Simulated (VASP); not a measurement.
**TaF3: single point with PBEsol**

The system is TaF3.

```
Ta F
1.0
     4.01824    0.00000    0.00000
     0.00000    4.01824    0.00000
     0.00000    0.00000    3.95972
Ta F
1 3
Direct
  0.00000 0.00000 0.00000
  0.50000 0.00000 0.00000
  0.00000 0.50000 0.00000
  0.00000 0.00000 0.50000
```

This cell differs from its parent crystal: strain +0.030 along x and y, +0.015 along z.

```json
{
 "Program": "VASP 6.6.1",
 "Task": "single point",
 "Functional": "PBEsol",
 "Potentials or basis": "VASP PAW PBE potentials, release 64 (Ta_pv, F)",
 "Cutoff": "520 eV",
 "k mesh": "12 × 12 × 12",
 "Occupations": "gaussian, width 0.15 eV",
 "Spin": "no spin polarisation"
}
```

```
Pressure               : 7.9 GPa
Band gap on the k mesh : zero (bands 16 and 17 overlap by 2.63 eV)
```

Stress tensor (GPa, compression positive):
```
 6.20  0.00  0.00
 0.00  6.20  0.00
 0.00  0.00 11.16
```

Levels at points of the mesh, in eV from the Fermi level:
| k point | band 12 | band 13 | band 14 | band 15 | band 16 | band 17 | band 18 | band 19 | band 20 | band 21 |
| --- | --- | --- | --- | --- | --- | --- | --- | --- | --- | --- |
| (0.00, 0.00, 0.00) | -8.67 | -8.61 | -8.61 | -8.59 | -1.12 | -1.12 | -1.11 | -0.27 | 2.10 | 2.29 |
| (0.50, 0.00, 0.00) | -9.29 | -8.79 | -8.78 | -8.63 | -1.05 | 0.27 | 0.28 | 1.97 | 2.40 | 2.67 |
| (0.50, 0.50, 0.00) | -9.27 | -9.17 | -9.17 | -8.00 | 0.35 | 0.35 | 1.30 | 2.95 | 5.06 | 5.06 |
| (0.00, 0.00, 0.50) | -9.22 | -8.72 | -8.60 | -8.60 | -1.03 | 0.39 | 0.39 | 1.96 | 2.21 | 2.73 |
| (0.50, 0.00, 0.50) | -9.27 | -8.95 | -8.93 | -8.10 | 0.38 | 0.47 | 1.39 | 2.66 | 5.11 | 5.15 |
| (0.50, 0.50, 0.50) | -10.45 | -8.09 | -8.09 | -8.00 | 1.51 | 1.59 | 1.59 | 4.19 | 6.53 | 6.83 |

Run time: 2 min on 1 thread of Intel(R) Xeon(R) 6975P-C (Granite Rapids), on a shared host, peak memory 0.36 GiB.

Caveat: the cell differs from its parent crystal (strain +0.030 along x and y, +0.015 along z); the cell stands under pressure; the PAW data sets were made with another functional, which shifts forces and pressure a little; spin-orbit coupling is left out, which moves the levels of the heavy elements.
